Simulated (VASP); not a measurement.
# Mg33O32 (a cell with a defect) in VASP: a series of runs

Aim: see how the results for Mg33O32 (a cell with a defect) move with the level of theory and the settings. Levels: LDA, PBE, r2SCAN. Tasks: single point.

Program: VASP 6.6.1. These are calculated values, not measurements. Logs are shortened: lines on timing, memory, paths and dates and some standing lists are left out, and cuts for length are marked.

## 1. The cell of the first run

The cell holds a defect, 65 atoms: a = 8.429 Å, b = 8.429 Å, c = 8.429 Å, α = 90.00°, β = 90.00°, γ = 90.00°.

## 2. Single point, LDA

Contents of INCAR:

```
ALGO = Normal ; EDIFF = 1E-7
ENCUT = 520 ; ISIF = 2
ISMEAR = -1 ; ISYM = 0
LASPH = True ; LCHARG = False
LREAL = Auto ; LWAVE = False
NBANDS = 167 ; NELECT = 256.0
NELM = 80 ; PREC = Accurate
SIGMA = 0.05
```

Contents of KPOINTS:

```
Automatic mesh
0
Gamma
  1 1 1
  0.25 0.25 0.25
```

Contents of POSCAR:

```
Mg33O32
1.0
    8.4288080000      0.0000000000      0.0000000000
    0.0000000000      8.4288080000      0.0000000000
    0.0000000000      0.0000000000      8.4288080000
O Mg
32 33
Direct
    0.2507260000      0.0002570000      0.0005560000
    0.2485440000      0.9942310000      0.5012060000
    0.2485370000      0.5009100000      0.9945230000
    0.2487550000      0.5007610000      0.5010510000
    0.7496620000      0.9998240000      0.0001210000
    0.7492380000      0.0002820000      0.4991040000
    0.7492380000      0.4987960000      0.0005670000
    0.7553060000      0.5009580000      0.5012750000
    0.0007090000      0.2502660000      0.0005500000
    0.9947060000      0.2480790000      0.5012120000
    0.0002760000      0.7492060000      0.0001250000
    0.0007240000      0.7487910000      0.4991030000
    0.5013640000      0.2480810000      0.9945380000
    0.5011580000      0.2483300000      0.5010370000
    0.4992590000      0.7487880000      0.0005680000
    0.5014300000      0.7548360000      0.5012750000
    0.0007110000      0.0002540000      0.2505670000
    0.0002750000      0.9998160000      0.7495170000
    0.9946690000      0.5009100000      0.2483780000
    0.0007260000      0.4987990000      0.7490890000
    0.5013620000      0.9942250000      0.2483890000
    0.4992530000      0.0002780000      0.7490820000
    0.5012340000      0.5007640000      0.2486200000
    0.5014240000      0.5009620000      0.7551460000
    0.2487970000      0.2483520000      0.2486530000
    0.2485780000      0.2481170000      0.7550590000
    0.2485700000      0.7547710000      0.2484110000
    0.2507430000      0.7487980000      0.7490990000
    0.7552210000      0.2481080000      0.2484280000
    0.7492490000      0.2502850000      0.7490850000
    0.7492510000      0.7488030000      0.2505910000
    0.7496680000      0.7492140000      0.7495130000
    0.9997130000      0.9992620000      0.9995600000
    0.9943190000      0.9938600000      0.5003610000
    0.9942950000      0.5000520000      0.9941450000
    0.9983640000      0.5004480000      0.5007500000
    0.5005150000      0.9938500000      0.9941540000
    0.5008970000      0.9979000000      0.5007530000
    0.5009050000      0.5004510000      0.9982100000
    0.5306890000      0.5302060000      0.5305310000
    0.2490390000      0.2485810000      0.9981630000
    0.2194530000      0.2189630000      0.5302580000
    0.2494340000      0.7551720000      0.9941680000
    0.2490570000      0.7511660000      0.5007620000
    0.7556200000      0.2489750000      0.9941870000
    0.7516300000      0.2485980000      0.5007480000
    0.7502320000      0.7497730000      0.9996020000
    0.7556970000      0.7552480000      0.5003810000
    0.2490380000      0.9978620000      0.2488790000
    0.2494310000      0.9938910000      0.7554600000
    0.2193720000      0.5299980000      0.2192290000
    0.2490570000      0.5004520000      0.7514600000
    0.7556200000      0.9938800000      0.2492760000
    0.7502270000      0.9992990000      0.7500770000
    0.7516080000      0.5004580000      0.2489090000
    0.7556970000      0.5000810000      0.7555370000
    0.9983270000      0.2485870000      0.2488850000
    0.9943390000      0.2489720000      0.7554540000
    0.9943290000      0.7551680000      0.2492780000
    0.9997540000      0.7497780000      0.7500770000
    0.5304300000      0.2189440000      0.2192720000
    0.5009150000      0.2486080000      0.7514730000
    0.5009100000      0.7511550000      0.2489100000
    0.5005370000      0.7552380000      0.7555360000
    0.3750860000      0.3747000000      0.3749150000
```

Potentials or basis: VASP PAW LDA potentials, release 64 (O, Mg).

Started as:

```bash
$ cat potpaw_LDA.64/O/POTCAR potpaw_LDA.64/Mg/POTCAR > POTCAR
$ mpirun -np 1 vasp_std > vasp.out
```

OUTCAR:

```text
EDIFF = 1E-7
   ENCUT = 520
   ISIF = 2
   ISMEAR = -1
   ISYM = 0
   LASPH = True
   LREAL = Auto
   NELECT = 256.0
   NELM = 80
   PREC = Accurate

 ion  position               nearest neighbor table
   1  0.251  0.000  0.001-  43 2.07  50 2.07  49 2.09  41 2.09  37 2.11  33 2.12
   2  0.249  0.994  0.501-  42 1.93  44 2.05  49 2.13  38 2.13  34 2.14  50 2.14
   3  0.249  0.501  0.995-  51 1.93  52 2.05  41 2.13  39 2.13  35 2.14  43 2.14
   4  0.249  0.501  0.501-  65 1.84  36 2.11  44 2.11  52 2.11  42 2.40  51 2.40  40 2.40
   5  0.750  1.000  0.000-  37 2.10  45 2.10  53 2.10  54 2.11  47 2.11  33 2.11
   6  0.749  0.000  0.499-  48 2.07  34 2.07  46 2.09  38 2.09  53 2.11  54 2.12
   7  0.749  0.499  0.001-  56 2.07  35 2.07  39 2.09  55 2.09  45 2.11  47 2.12
   8  0.755  0.501  0.501-  40 1.93  36 2.05  46 2.13  55 2.13  56 2.14  48 2.14
   9  0.001  0.250  0.001-  45 2.07  58 2.07  41 2.09  57 2.09  35 2.11  33 2.12
  10  0.995  0.248  0.501-  42 1.93  46 2.05  57 2.13  36 2.13  34 2.14  58 2.14
  11  0.000  0.749  0.000-  59 2.10  35 2.10  43 2.10  47 2.11  60 2.11  33 2.11
  12  0.001  0.749  0.499-  48 2.07  34 2.07  44 2.09  36 2.09  59 2.11  60 2.12
  13  0.501  0.248  0.995-  61 1.93  62 2.05  41 2.13  39 2.13  37 2.14  45 2.14
  14  0.501  0.248  0.501-  65 1.84  38 2.11  62 2.11  46 2.11  42 2.40  61 2.40  40 2.40
  15  0.499  0.749  0.001-  64 2.07  37 2.07  39 2.09  63 2.09  43 2.11  47 2.12
  16  0.501  0.755  0.501-  40 1.93  38 2.05  63 2.13  44 2.13  64 2.14  48 2.14
  17  0.001  0.000  0.251-  59 2.07  53 2.07  49 2.09  57 2.09  34 2.11  33 2.12
[... 67 lines left out ...]
  59  0.994  0.755  0.249-  31 2.07  17 2.07  11 2.10  12 2.11  27 2.14  19 2.14  51 2.70  53 2.85
                            48 2.92  34 2.92  47 2.94  33 2.94  49 2.97  55 2.97  36 3.02  44 3.02
  60  1.000  0.750  0.750-  18 2.11  11 2.11  32 2.11  12 2.12  20 2.12  28 2.12  48 2.94  56 2.94
                            43 2.94  50 2.94  35 2.94  34 2.94  44 2.97  52 2.97  36 2.97  33 2.97
  61  0.530  0.219  0.219-  21 1.93  13 1.93  29 1.93  65 2.27  25 2.40  14 2.40  23 2.40  37 2.70
                            53 2.70  45 2.70  49 3.03  41 3.03  38 3.03  39 3.03  46 3.03  55 3.03
  62  0.501  0.249  0.751-  13 2.05  22 2.09  30 2.09  14 2.11  26 2.13  24 2.13  45 2.97  37 2.97
                            41 2.97  39 2.97  54 2.97  38 2.99  46 2.99  52 3.00  50 3.02  56 3.02
  63  0.501  0.751  0.249-  21 2.05  31 2.09  15 2.09  23 2.11  27 2.13  16 2.13  53 2.97  37 2.97
                            49 2.97  38 2.97  47 2.97  55 2.99  39 2.99  44 3.00  43 3.02  48 3.02
  64  0.501  0.755  0.756-  15 2.07  22 2.07  32 2.10  28 2.11  16 2.14  24 2.14  40 2.69  37 2.84
                            43 2.92  50 2.92  54 2.94  47 2.94  38 2.97  39 2.97  44 3.02  52 3.02
  65  0.375  0.375  0.375-  23 1.84   4 1.84  14 1.84  25 1.84  51 2.27  42 2.27  40 2.27  61 2.27
                            63 3.51  44 3.51  55 3.51  52 3.51  46 3.51  62 3.51  39 3.51  36 3.51

IMPORTANT INFORMATION: All symmetrisations will be switched off!
NOSYMM: (Re-)initialisation of all symmetry stuff for point group C_1.

----------------------------------------------------------------------------------------

                                     Primitive cell

  volume of cell :     598.8230
[... 213 lines left out ...]
     AMIX     =   0.40;   BMIX     =  1.00
     AMIX_MAG =   1.60;   BMIX_MAG =  1.00
  volume/ion in A,a.u.               =       9.21        62.17
  Fermi-wavevector in a.u.,A,eV,Ry     =   1.233262  2.330527 20.693577  1.520935
  Thomas-Fermi vector in A             =   2.367999
   LORBIT       =      0    0 simple, 1 ext, 2 COOP (PROOUT), +10 PAW based schemes
   GGA     = CA    functional components
   LHFCALC =     F    Hartree Fock is set to
   AEXX    =    0.0000 exact exchange contribution
   IVDW    =     0    specifies the selected vdW correction
   LEPSILON=     F    determine dielectric tensor
   LRPA    =     F    only Hartree local field effects (RPA)
 non-spin polarized calculation
  energy-cutoff  :      520.00
  volume of cell :      598.82
 maximum number of plane-waves:     16125
 NGX is ok and might be reduce to    64
   NGX = 31   NGY = 31   NGZ = 31

 number of electron     255.9999952 magnetization

 Free energy of the ion-electron system (eV)
  ---------------------------------------------------
  ext. energy  EPLUGINS =         0.00000000
  ---------------------------------------------------
  free energy    TOTEN  =      -438.01820961 eV

  energy without entropy =     -438.01820961  energy(sigma->0) =     -438.01820961

 E-fermi :   4.1839     XC(G=0): -11.6140

 val. band max:        2.9064120118   @ k =  -0.2500   0.2500   0.2500
 cond. band min:       8.3075083183   @ k =  -0.2500  -0.2500   0.2500
 fundamental gap:      5.4010963065
 Fermi energy:         4.1838574805

 k-point     1 :       0.2500    0.2500    0.2500
  band No.  band energies     occupation
      1     -13.9977      2.00000
      2     -13.6002      2.00000
      3     -13.5315      2.00000
      4     -13.5313      2.00000
      5     -13.2553      2.00000
      6     -13.2063      2.00000
[... 561 lines left out ...]
    139      11.2208      0.00000
    140      11.3713      0.00000
 [bands above 140 left out]

------------------------ aborting loop because EDIFF is reached ----------------------------------------

  FORCE on cell =-STRESS in cart. coord.  units (eV):
  Direction    XX          YY          ZZ          XY          YZ          ZX
  --------------------------------------------------------------------------------------
  -------------------------------------------------------------------------------------
  Total      -24.3507177    -24.3483139    -24.3536140     -0.0069210     -0.0149126     -0.0157329
  in kB      -65.1514168    -65.1449855    -65.1591659     -0.0185175     -0.0398994     -0.0420941
  external PRESSURE =     -65.1518561 kB  Pullay stress =       0.0000000 kB

 VOLUME and BASIS-vectors are now :
 -----------------------------------------------------------------------------
  energy-cutoff  :      520.00
  volume of cell :      598.82
      direct lattice vectors                 reciprocal lattice vectors
     8.428808000  0.000000000  0.000000000     0.118640738  0.000000000  0.000000000
     0.000000000  8.428808000  0.000000000     0.000000000  0.118640738  0.000000000
     0.000000000  0.000000000  8.428808000     0.000000000  0.000000000  0.118640738

 POSITION                                       TOTAL-FORCE (eV/Angst)
 -----------------------------------------------------------------------------------
      2.11332      0.00217      0.00469         0.001669     -0.008308     -0.007500
      2.09493      8.38018      4.22457        -0.004846      0.032093      0.008309
      2.09487      4.22207      8.38264        -0.004514      0.008148      0.032738
      2.09671      4.22082      4.22326         0.009232     -0.010591     -0.010873
      6.31876      8.42732      0.00102         0.005387     -0.001151     -0.002822
      6.31518      0.00238      4.20685         0.008145     -0.009528     -0.004672
[... 57 lines left out ...]
      4.21893      6.36576      6.36827         0.000196      0.011997      0.012239
      3.16153      3.15827      3.16009        -0.008092     -0.013750     -0.007896
 -----------------------------------------------------------------------------------
    total drift:                                0.003890     -0.025604     -0.010278

  FREE ENERGIE OF THE ION-ELECTRON SYSTEM (eV)
  ---------------------------------------------------
  free  energy   TOTEN  =      -438.0182096128 eV

  energy  without entropy=     -438.0182096127  energy(sigma->0) =     -438.01820961
```

It took 27 min on 1 thread of Intel Xeon 8259CL, shared host; peak memory 0.59 GiB.

Results:

```
Free energy   : -438.0182 eV
Largest force : 0.148 eV/Å
```

Forces on the atoms (eV/Å):
```
O    0.002 -0.008 -0.007
O   -0.005  0.032  0.008
O   -0.005  0.008  0.033
O    0.009 -0.011 -0.011
O    0.005 -0.001 -0.003
O    0.008 -0.010 -0.005
O    0.008 -0.004 -0.007
O   -0.029  0.006  0.005
O   -0.007  0.000 -0.007
O    0.032 -0.005  0.007
O    0.000  0.000 -0.002
O   -0.008  0.009 -0.004
O    0.007 -0.004  0.034
O   -0.011  0.012 -0.012
O   -0.004  0.008 -0.008
O    0.005 -0.031  0.005
O   -0.007 -0.008  0.001
O   -0.001 -0.002  0.001
O    0.033  0.009 -0.005
O   -0.008 -0.003  0.008
O    0.008  0.032 -0.006
O   -0.004 -0.009  0.008
O   -0.012 -0.011  0.009
O    0.005  0.007 -0.031
O    0.025  0.025  0.025
O   -0.008 -0.008 -0.034
O   -0.008 -0.035 -0.007
O    0.001  0.009  0.008
O   -0.034 -0.007 -0.007
O    0.008  0.000  0.009
O    0.008  0.008  0.001
O    0.003  0.001  0.002
Mg  -0.001 -0.001 -0.001
Mg  -0.013 -0.013  0.001
Mg  -0.013  0.002 -0.013
Mg  -0.039  0.016  0.016
Mg   0.001 -0.013 -0.013
Mg   0.016 -0.039  0.016
Mg   0.016  0.016 -0.040
Mg   0.079  0.080  0.080
Mg  -0.015 -0.015 -0.039
Mg  -0.084 -0.084  0.088
Mg   0.000  0.014 -0.013
Mg  -0.015  0.036  0.014
Mg   0.013  0.000 -0.015
Mg   0.036 -0.014  0.016
Mg   0.001  0.002 -0.003
Mg   0.011  0.011  0.001
Mg  -0.015 -0.038 -0.015
Mg  -0.001 -0.014  0.014
Mg  -0.084  0.088 -0.083
Mg  -0.015  0.015  0.037
Mg   0.013 -0.014  0.000
Mg   0.001 -0.002  0.001
Mg   0.038  0.015 -0.015
Mg   0.012  0.001  0.012
Mg  -0.039 -0.015 -0.015
Mg  -0.013  0.001  0.014
Mg  -0.014  0.015  0.000
Mg  -0.003  0.001  0.002
Mg   0.087 -0.083 -0.083
Mg   0.015 -0.015  0.036
Mg   0.015  0.038 -0.015
Mg   0.000  0.012  0.012
Mg  -0.008 -0.014 -0.008
```

Caveat: the cell carries a net charge on a neutralising background, which shifts energy and pressure; the cell is charged against a uniform background, so pressure and absolute levels hang on convention.

(Continued in part 2 of 3.)
